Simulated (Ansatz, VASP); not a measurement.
## PbS in VASP and in Ansatz

```xyz
4
Lattice="5.9556 0.0000 0.0000 0.0000 2.9685 2.9685 0.0000 -2.9685 2.9685" Properties=species:S:1:pos:R:3 pbc="T T T"
Pb    4.4661   -1.4843    3.0310
Pb    1.4895    1.4843    3.0310
S     4.4647    1.4843    3.0308
S     1.4909   -1.4843    3.0308
```

Alike in both runs: task single point; functional r2SCAN; k mesh 4 × 6 × 6; no spin polarisation.

|  | VASP | Ansatz |
| --- | --- | --- |
| version | VASP 6.6.1 | Ansatz 0.2.0 |
| potentials or method | VASP PAW PBE potentials, release 64 (Pb_d, S) | plane waves, PAW |
| plane-wave cutoff (eV) | 520 | 500 |
| occupations | gaussian, width 0.01 eV | fixed |
| valence electrons in the cell | 40 | 40 |

Ansatz gave:

- gap on the k mesh at the Fermi level (eV): 0.63
- pressure (GPa): 1.0

Problem. Which values does VASP return?

Solution. gap on the k mesh at the Fermi level (eV): 0.64; pressure (GPa): 1.0.

VASP's potentials were made for PBE, not for r2SCAN.

Spin-orbit coupling is off throughout.
